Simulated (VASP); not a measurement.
**Ga: relaxation of cell and atoms with LDA**

Ga:

```
Ga
1.0
    -1.29607    1.29607    1.29607
     1.29607   -1.29607    1.29607
     1.29607    1.29607   -1.29607
Ga
1
Direct
  0.00000 0.00000 0.00000
```

This isn't the form of Ga at room conditions, which is orthorhombic.

```json
{
 "Program": "VASP 6.6.1",
 "Task": "relaxation of cell and atoms",
 "Functional": "LDA",
 "Potentials or basis": "VASP PAW LDA potentials, release 64 (Ga_d)",
 "Cutoff": "600 eV",
 "k mesh": "20 × 20 × 20",
 "Occupations": "fermi-dirac, width 0.1 eV",
 "Spin": "no spin polarisation",
 "Target pressure": "230 GPa",
 "Dipole correction": "no",
 "Further INCAR settings": "ALGO = Normal; EDIFF = 1e-07; IBRION = 2; EDIFFG = -0.005; NSW = 32; ISIF = 3"
}
```

* Relaxed volume: 8.75 Å³/atom
* Relaxed cell: a = 2.248 Å, b = 2.248 Å, c = 2.248 Å, α = 109.47°, β = 109.47°, γ = 109.47°
* Space group after relaxing (to 0.1 Å): Im-3m (No. 229)
* Energy change on relaxing (the run minimises the enthalpy): -53.7 meV/atom
* Ionic steps: 3
* Pressure after relaxing: 229.9 GPa
* Band gap on the k mesh: zero (an odd number of electrons rules out a gap without spin polarisation)

Step by step:
```
step  energy change (eV)  largest force (eV/Å)  pressure (GPa)  volume (Å³)
   1              0.0000                0.0000          233.72         8.71
   2             -0.3554                0.0000          208.93         8.97
   3             -0.0537                0.0000          229.94         8.75
```

Final structure:
```
CELL_PARAMETERS angstrom
-1.29791 1.29791 1.29791
1.29791 -1.29791 1.29791
1.29791 1.29791 -1.29791
ATOMIC_POSITIONS crystal
Ga 0.00000 0.00000 0.00000
```

Levels at points of the mesh, in eV from the Fermi level:
| k point | band 4 | band 5 | band 6 | band 7 | band 8 | band 9 |
| --- | --- | --- | --- | --- | --- | --- |
| (0.00, 0.00, 0.00) | -17.71 | -16.74 | -16.74 | 22.40 | 22.40 | 22.40 |
| (0.50, 0.00, 0.00) | -16.68 | -16.09 | -9.13 | -4.95 | 12.37 | 12.98 |
| (0.50, 0.50, 0.50) | -16.25 | -16.25 | 1.28 | 1.28 | 1.28 | 6.88 |

Run time: 85 s on 1 thread of Intel Xeon 8259CL, on a shared host, peak memory 0.15 GiB.

Caveat: the cell is relaxed towards a set pressure, so the run minimises the enthalpy, not the energy.
